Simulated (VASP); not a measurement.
# Mg (Fm-3m) in VASP: further runs, part 2 of 3

VASP 6.6.1. Earlier steps stand in the parts before.

### Step 3. Relaxation of cell and atoms, LDA

The input, INCAR:

```
SYSTEM = Mg
PREC = Accurate ; ENCUT = 600
EDIFF = 1E-7 ; ISMEAR = -1
SIGMA = 0.05 ; LREAL = .False.
LASPH = .True. ; NELM = 120
ALGO = Normal ; ISIF = 3
LWAVE = .False. ; LCHARG = .False.
IBRION = 2 ; NSW = 80
EDIFFG = -0.02 ; GGA_COMPAT = .False.
NELMIN = 4
```

The input, KPOINTS:

```
Automatic mesh
0
Gamma
  9 9 9
  0 0 0
```

The input, POSCAR:

```
Mg
1.0
    0.0000000000      2.2178343542      2.2178343542
    2.2178343542      0.0000000000      2.2178343542
    2.2178343542      2.2178343542      0.0000000000
Mg
1
Direct
    0.0000000000      0.0000000000      0.0000000000
```

Potentials or basis: VASP PAW LDA potentials, release 64 (Mg).

On the command line:

```
$ cat potpaw_LDA.64/Mg/POTCAR > POTCAR
$ mpirun -np 1 vasp_std > vasp.out
```

OUTCAR:

```text
SYSTEM = Mg
   PREC = Accurate
   ENCUT = 600
   EDIFF = 1E-7
   ISMEAR = -1
   LREAL = .False.
   LASPH = .True.
   NELM = 120
   ISIF = 3
   IBRION = 2
   NSW = 80
   EDIFFG = -0.02
   NELMIN = 4

 ion  position               nearest neighbor table
   1  0.000  0.000  0.000-

  LATTYP: Found a face centered cubic cell.
 ALAT       =     4.4356687084

  Lattice vectors:

 A1 = (   0.0000000000,   2.2178343542,   2.2178343542)
 A2 = (   2.2178343542,   0.0000000000,   2.2178343542)
 A3 = (   2.2178343542,   2.2178343542,   0.0000000000)

Analysis of symmetry for initial positions (statically):
=====================================================================
 Subroutine PRICEL returns:
 Original cell was already a primitive cell.

 Routine SETGRP: Setting up the symmetry group for a
 face centered cubic supercell.

 Subroutine GETGRP returns: Found 48 space group operations
 (whereof 48 operations were pure point group operations)
 out of a pool of 48 trial point group operations.

The static configuration has the point symmetry O_h .

Analysis of symmetry for dynamics (positions and initial velocities):
=====================================================================
 Subroutine PRICEL returns:
 Original cell was already a primitive cell.

 Routine SETGRP: Setting up the symmetry group for a
 face centered cubic supercell.

 Subroutine GETGRP returns: Found 48 space group operations
 (whereof 48 operations were pure point group operations)
 out of a pool of 48 trial point group operations.

The dynamic configuration has the point symmetry O_h .

 Subroutine INISYM returns: Found 48 space group operations
 (whereof 48 operations are pure point group operations),
 and found     1 'primitive' translations
[... 161 lines left out ...]
     2.217834354  2.217834354  0.000000000     0.225445151  0.225445151 -0.225445151

 POSITION                                       TOTAL-FORCE (eV/Angst)
 -----------------------------------------------------------------------------------
      0.00000      0.00000      0.00000         0.000000      0.000000      0.000000
 -----------------------------------------------------------------------------------
    total drift:                                0.000000     -0.000000     -0.000000

  FREE ENERGIE OF THE ION-ELECTRON SYSTEM (eV)
  ---------------------------------------------------
  free  energy   TOTEN  =        -1.7927820620 eV

  energy  without entropy=       -1.7890573573  energy(sigma->0) =       -1.79091971

--------------------------------------- Ionic step        2  -------------------------------------------

 number of electron       2.0000000 magnetization

 Free energy of the ion-electron system (eV)
  ---------------------------------------------------
  ext. energy  EPLUGINS =         0.00000000
  ---------------------------------------------------
  free energy    TOTEN  =        -1.79309455 eV

  energy without entropy =       -1.78932095  energy(sigma->0) =       -1.79120775

 E-fermi :   2.7246     XC(G=0):  -8.8741

 val. band max:        2.7121634645   @ k =  -0.4444   0.4444   0.0000
 cond. band min:       2.8484159366   @ k =  -0.3333   0.4444   0.2222
 fundamental gap:      0.1362524721
 Fermi energy:         2.7245773297

 k-point     1 :       0.0000    0.0000    0.0000
  band No.  band energies     occupation
      1      -4.3948      2.00000
      2      15.4432      0.00000
      3      15.4432      0.00000
      4      15.4432      0.00000
      5      17.5682      0.00000
[... 177 lines left out ...]
 k-point    24 :       0.4444    0.4444    0.0000
  band No.  band energies     occupation
      1       1.4638      2.00000
      2       4.8326      0.00000
      3       9.0962      0.00000
      4      10.0424      0.00000
      5      10.0424      0.00000

 [... further k-points ...]

------------------------ aborting loop because EDIFF is reached ----------------------------------------

  FORCE on cell =-STRESS in cart. coord.  units (eV):
  Direction    XX          YY          ZZ          XY          YZ          ZX
  --------------------------------------------------------------------------------------
  -------------------------------------------------------------------------------------
  Total       -0.0138199     -0.0138199     -0.0138199     -0.0000000     -0.0000000     -0.0000000
  in kB       -1.0235656     -1.0235656     -1.0235656     -0.0000000     -0.0000000     -0.0000000
  external PRESSURE =      -1.0235656 kB  Pullay stress =       0.0000000 kB

 VOLUME and BASIS-vectors are now :
 -----------------------------------------------------------------------------
  energy-cutoff  :      600.00
  volume of cell :       21.63
      direct lattice vectors                 reciprocal lattice vectors
    -0.000000000  2.211513868  2.211513868    -0.226089471  0.226089471  0.226089471
     2.211513868 -0.000000000  2.211513868     0.226089471 -0.226089471  0.226089471
     2.211513868  2.211513868  0.000000000     0.226089471  0.226089471 -0.226089471

 POSITION                                       TOTAL-FORCE (eV/Angst)
 -----------------------------------------------------------------------------------
      0.00000      0.00000      0.00000        -0.000000      0.000000     -0.000000
 -----------------------------------------------------------------------------------
    total drift:                                0.000000     -0.000000     -0.000000

  FREE ENERGIE OF THE ION-ELECTRON SYSTEM (eV)
  ---------------------------------------------------
  free  energy   TOTEN  =        -1.7930945538 eV

  energy  without entropy=       -1.7893209528  energy(sigma->0) =       -1.79120775

 reached required accuracy - stopping structural energy minimisation
```

OSZICAR:

```text
N       E                     dE             d eps       ncg     rms          rms(c)
DAV:   1    -0.701934514647E+00   -0.70193E+00   -0.81172E+02   365   0.309E+02
DAV:   2    -0.179860410886E+01   -0.10967E+01   -0.10956E+01   470   0.181E+01
DAV:   3    -0.180348546057E+01   -0.48814E-02   -0.48803E-02   470   0.147E+00
DAV:   4    -0.180350219793E+01   -0.16737E-04   -0.16737E-04   425   0.608E-02
DAV:   5    -0.180350234556E+01   -0.14763E-06   -0.14747E-06   475   0.464E-03    0.639E-01
DAV:   6    -0.179744610968E+01    0.60562E-02   -0.46158E-04   370   0.129E-01    0.405E-01
DAV:   7    -0.179278523142E+01    0.46609E-02   -0.16180E-03   400   0.237E-01    0.213E-02
DAV:   8    -0.179278241544E+01    0.28160E-05   -0.11571E-05   455   0.229E-02    0.454E-03
DAV:   9    -0.179278206897E+01    0.34647E-06   -0.27907E-07   420   0.311E-03    0.528E-04
DAV:  10    -0.179278206196E+01    0.70110E-08   -0.14661E-09   225   0.322E-04
   1 F= -.17927821E+01 E0= -.17909197E+01  d E =-.179278E+01
       N       E                     dE             d eps       ncg     rms          rms(c)
DAV:   1    -0.179310068668E+01   -0.31862E-03   -0.14217E-03   460   0.206E-01    0.122E-02
DAV:   2    -0.179309726747E+01    0.34192E-05   -0.41412E-06   355   0.180E-02    0.781E-03
DAV:   3    -0.179309456234E+01    0.27051E-05   -0.43150E-07   430   0.363E-03    0.368E-04
DAV:   4    -0.179309455385E+01    0.84900E-08   -0.45233E-09   200   0.476E-04
   2 F= -.17930946E+01 E0= -.17912078E+01  d E =-.312492E-03
```

CONTCAR:

```text
Mg
   1.00000000000000
    -0.0000000000000000    2.2115138681177098    2.2115138681177098
     2.2115138681177098   -0.0000000000000000    2.2115138681177098
     2.2115138681177098    2.2115138681177098    0.0000000000000000
  Mg
     1
Direct
     0.0000000000000000    0.0000000000000000    0.0000000000000000

  0.00000000E+00  0.00000000E+00  0.00000000E+00
```

Run time: 4.4 s. Hardware: 1 thread of Intel Xeon Platinum 8488C (Sapphire Rapids), shared host; peak memory 0.13 GiB.

Results:

- Free energy: -1.7931 eV
- Relaxed volume: 21.63 Å³/atom
- Relaxed cell: a = 3.128 Å, b = 3.128 Å, c = 3.128 Å, α = 60.00°, β = 60.00°, γ = 60.00°
- Space group after relaxing (to 0.1 Å): Fm-3m (No. 225)
- Energy gained by relaxing: 0.3 meV/atom
- Ionic steps: 2
- Pressure after relaxing: -0.1 GPa
- Band gap on the k mesh: zero (bands 1 and 2 overlap by 1.45 eV)

The path:
```
step  energy change (eV)  largest force (eV/Å)  pressure (GPa)  volume (Å³)
   1              0.0000                0.0000           -0.43        21.82
   2             -0.0003                0.0000           -0.10        21.63
```

Final structure:
```xyz
1
Lattice="0.0000 2.2115 2.2115 2.2115 0.0000 2.2115 2.2115 2.2115 0.0000" Properties=species:S:1:pos:R:3 pbc="T T T"
Mg    0.0000    0.0000    0.0000
```

Levels at points of the mesh, in eV from the Fermi level:
| k point | band 1 | band 2 | band 3 | band 4 | band 5 |
| --- | --- | --- | --- | --- | --- |
| (0.00, 0.00, 0.00) | -7.12 | 12.72 | 12.72 | 12.72 | 14.84 |

(Part 2 of 3 ends here.)
